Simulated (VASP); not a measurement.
# KTaO3 in VASP: further runs, part 2 of 2

VASP 6.6.1. The steps go on from the part before.

## (4) Single point, PBE (normal strain along x -0.0467, normal strain along y -0.0467)

Input file INCAR:

```
SYSTEM = KTaO3
  PREC = Accurate
  ENCUT = 520
  EDIFF = 1E-6
  ISMEAR = 0
  SIGMA = 0.05
  LREAL = .FALSE.
  LASPH = .TRUE.
  NELM = 60
  ALGO = Normal
  ISIF = 2
  LWAVE = .FALSE.
  LCHARG = .FALSE.
  GGA = PE
  NBANDS = 27
```

Input file KPOINTS:

```
Automatic mesh
0
G
  8 8 8
  0 0 0
```

Input file POSCAR:

```
KTaO3
1.0
    3.8368901657      0.0000000000      0.0000000000
    0.0000000000      3.8368901657      0.0000000000
    0.0000000000      0.0000000000      4.0248506931
K Ta O
1 1 3
Direct
    0.5000000000      0.5000000000      0.5000000000
    0.0000000000      0.0000000000      0.0000000000
    0.5000000000      0.0000000000      0.0000000000
    0.0000000000      0.5000000000      0.0000000000
    0.0000000000      0.0000000000      0.5000000000
```

Potentials or basis: VASP PAW PBE potentials, release 64 (K_sv, Ta_pv, O).

On the command line:

```console
> cat potpaw_PBE.64/K_sv/POTCAR potpaw_PBE.64/Ta_pv/POTCAR potpaw_PBE.64/O/POTCAR > POTCAR
> mpirun -np 1 vasp_std > vasp.out
```

OUTCAR:

```text
SYSTEM = KTaO3
   PREC = Accurate
   ENCUT = 520
   EDIFF = 1E-6
   ISMEAR = 0
   LREAL = .FALSE.
   LASPH = .TRUE.
   NELM = 60
   ISIF = 2
   GGA = PE

 ion  position               nearest neighbor table
   1  0.500  0.500  0.500-   5 2.71   5 2.71   5 2.71   5 2.71   4 2.78   3 2.78   4 2.78   3 2.78
                             4 2.78   3 2.78   4 2.78   3 2.78   2 3.38   2 3.38   2 3.38   2 3.38
   2  0.000  0.000  0.000-   3 1.92   4 1.92   4 1.92   3 1.92   5 2.01   5 2.01   1 3.38   1 3.38
                             1 3.38   1 3.38   1 3.38   1 3.38   1 3.38   1 3.38
   3  0.500  0.000  0.000-   2 1.92   2 1.92   1 2.78   1 2.78   1 2.78   1 2.78
   4  0.000  0.500  0.000-   2 1.92   2 1.92   1 2.78   1 2.78   1 2.78   1 2.78
   5  0.000  0.000  0.500-   2 2.01   2 2.01   1 2.71   1 2.71   1 2.71   1 2.71

  LATTYP: Found a simple tetragonal cell.
 ALAT       =     3.8368901657
 C/A-ratio  =     1.0489877269

  Lattice vectors:

 A1 = (   3.8368901657,   0.0000000000,   0.0000000000)
 A2 = (   0.0000000000,   3.8368901657,   0.0000000000)
 A3 = (   0.0000000000,   0.0000000000,   4.0248506931)

Analysis of symmetry for initial positions (statically):
=====================================================================
 Subroutine PRICEL returns:
 Original cell was already a primitive cell.

 Routine SETGRP: Setting up the symmetry group for a
 simple tetragonal supercell.

 Subroutine GETGRP returns: Found 16 space group operations
 (whereof 16 operations were pure point group operations)
 out of a pool of 16 trial point group operations.

The static configuration has the point symmetry D_4h.

Analysis of symmetry for dynamics (positions and initial velocities):
=====================================================================
 Subroutine PRICEL returns:
 Original cell was already a primitive cell.

 Routine SETGRP: Setting up the symmetry group for a
 simple tetragonal supercell.

 Subroutine GETGRP returns: Found 16 space group operations
 (whereof 16 operations were pure point group operations)
 out of a pool of 16 trial point group operations.
[... 124 lines left out ...]
   IALGO  =     38    algorithm
   IMIX   =      4    mixing-type and parameters
     AMIX     =   0.40;   BMIX     =  1.00
     AMIX_MAG =   1.60;   BMIX_MAG =  1.00
  volume/ion in A,a.u.               =      11.85        79.97
  Fermi-wavevector in a.u.,A,eV,Ry     =   1.411778  2.667874 27.118019  1.993118
  Thomas-Fermi vector in A             =   2.533595
   LORBIT       =      0    0 simple, 1 ext, 2 COOP (PROOUT), +10 PAW based schemes
   GGA     = PE    functional components
   LHFCALC =     F    Hartree Fock is set to
   AEXX    =    0.0000 exact exchange contribution
   IVDW    =     0    specifies the selected vdW correction
   LEPSILON=     F    determine dielectric tensor
   LRPA    =     F    only Hartree local field effects (RPA)
 non-spin polarized calculation
 Gauss-broadening in eV      SIGMA  =   0.05
  energy-cutoff  :      520.00
  volume of cell :       59.25
 maximum number of plane-waves:      1612
 NGX is ok and might be reduce to    30
   NGX = 15   NGY = 15   NGZ = 15

 number of electron      38.0000009 magnetization

 Free energy of the ion-electron system (eV)
  ---------------------------------------------------
  ext. energy  EPLUGINS =         0.00000000
  ---------------------------------------------------
  free energy    TOTEN  =       -40.51852219 eV

  energy without entropy =      -40.51852219  energy(sigma->0) =      -40.51852219

 E-fermi :   2.5772     XC(G=0): -11.2329

 val. band max:        2.3126398967   @ k =   0.5000   0.5000   0.5000
 cond. band min:       4.5783429170   @ k =   0.0000   0.0000   0.0000
 fundamental gap:      2.2657030204
 Fermi energy:         2.5772453450

 k-point     1 :       0.0000    0.0000    0.0000
  band No.  band energies     occupation
      1     -31.5721      2.00000
      2     -31.5721      2.00000
      3     -31.4746      2.00000
      4     -24.9812      2.00000
      5     -15.6417      2.00000
      6     -15.0469      2.00000
[... 709 lines left out ...]
     26      12.3903      0.00000
     27      13.1706      0.00000

 [... further k-points ...]
[... 5 lines left out ...]
  --------------------------------------------------------------------------------------
  -------------------------------------------------------------------------------------
  Total       11.7781873     11.7781873      3.3245615      0.0000000      0.0000000      0.0000000
  in kB      318.4788009    318.4788009     89.8951888      0.0000000      0.0000000      0.0000000
  external PRESSURE =     242.2842635 kB  Pullay stress =       0.0000000 kB

 VOLUME and BASIS-vectors are now :
 -----------------------------------------------------------------------------
  energy-cutoff  :      520.00
  volume of cell :       59.25
      direct lattice vectors                 reciprocal lattice vectors
     3.836890166  0.000000000  0.000000000     0.260627737  0.000000000  0.000000000
     0.000000000  3.836890166  0.000000000     0.000000000  0.260627737  0.000000000
     0.000000000  0.000000000  4.024850693     0.000000000  0.000000000  0.248456421

 POSITION                                       TOTAL-FORCE (eV/Angst)
 -----------------------------------------------------------------------------------
      1.91845      1.91845      2.01243         0.000000      0.000000      0.000000
      0.00000      0.00000      0.00000         0.000000      0.000000      0.000000
      1.91845      0.00000      0.00000         0.000000      0.000000      0.000000
      0.00000      1.91845      0.00000         0.000000      0.000000      0.000000
      0.00000      0.00000      2.01243         0.000000      0.000000      0.000000
 -----------------------------------------------------------------------------------
    total drift:                                0.000000     -0.000000      0.000000

  FREE ENERGIE OF THE ION-ELECTRON SYSTEM (eV)
  ---------------------------------------------------
  free  energy   TOTEN  =       -40.5185221913 eV

  energy  without entropy=      -40.5185221913  energy(sigma->0) =      -40.51852219
```

OSZICAR:

```text
N       E                     dE             d eps       ncg     rms          rms(c)
DAV:   1     0.330651426740E+03    0.33065E+03   -0.20995E+04  4050   0.143E+03
DAV:   2    -0.289679406286E+02   -0.35962E+03   -0.34924E+03  4744   0.414E+02
DAV:   3    -0.481999856079E+02   -0.19232E+02   -0.19139E+02  5609   0.931E+01
DAV:   4    -0.488767048213E+02   -0.67672E+00   -0.67550E+00  6673   0.112E+01
DAV:   5    -0.488810908646E+02   -0.43860E-02   -0.43854E-02  5365   0.896E-01    0.394E+01
DAV:   6    -0.406694213822E+02    0.82117E+01   -0.33164E+01  4870   0.408E+01    0.154E+01
DAV:   7    -0.405725651438E+02    0.96856E-01   -0.14580E+00  5409   0.799E+00    0.105E+01
DAV:   8    -0.405306281807E+02    0.41937E-01   -0.28735E-01  4788   0.446E+00    0.267E+00
DAV:   9    -0.405188754727E+02    0.11753E-01   -0.28722E-02  5190   0.123E+00    0.333E-01
DAV:  10    -0.405184541632E+02    0.42131E-03   -0.75297E-03  5663   0.575E-01    0.103E-01
DAV:  11    -0.405184978256E+02   -0.43662E-04   -0.40668E-04  5491   0.142E-01    0.354E-02
DAV:  12    -0.405185195610E+02   -0.21735E-04   -0.35982E-05  5408   0.458E-02    0.173E-02
DAV:  13    -0.405185221860E+02   -0.26251E-05   -0.39932E-06  5214   0.145E-02    0.483E-03
DAV:  14    -0.405185221913E+02   -0.52278E-08   -0.61942E-07  3644   0.621E-03
   1 F= -.40518522E+02 E0= -.40518522E+02  d E =-.867371E-16
```

stdout:

```text
POSCAR found type information on POSCAR K TaO
 POSCAR found :  3 types and       5 ions
 scaLAPACK will be used
 LDA part: xc-table for (Slater+PW92), standard interpolation
 POSCAR, INCAR and KPOINTS ok, starting setup
 FFT: planning ... GRIDC
 FFT: planning ... GRID_SOFT
 FFT: planning ... GRID
 WAVECAR not read
 entering main loop
```

Wall time 86 s (1 thread of AMD EPYC 7R13 (Zen 3), shared host); peak memory 0.22 GiB.

Results:

```yaml
Free_energy: -40.5185 eV
Pressure: 24.2 GPa
Band_gap_on_the_k_mesh: 2.27 eV, indirect (least direct gap 2.81 eV)
```

Caveat: the cell differs from its parent crystal (normal strain along x -0.0467, normal strain along y -0.0467); spin-orbit coupling is left out, which moves the levels of the heavy elements.

## (5) The runs side by side

| cell | gap on the mesh (eV) | pressure (GPa) |
| --- | --- | --- |
| a = 4.213, b = 4.213, c = 4.025 Å, 5 atoms | 1.81 | -13.1 |
| a = 4.025 Å, 5 atoms | 2.11 | 0.5 |
| a = 3.837, b = 3.837, c = 4.025 Å, 5 atoms | 2.27 | 24.2 |

Alike in all rows: task single point; level PBE; potentials or basis VASP PAW PBE potentials, release 64 (K_sv, Ta_pv, O); no spin polarisation; k mesh 8 × 8 × 8; cutoff (eV) 520; smearing gaussian 0.05 eV.

Caveats: spin-orbit coupling is left out, which moves the levels of the heavy elements.

Total energies depend on the potentials used, so only differences within one code and one set of settings carry meaning.
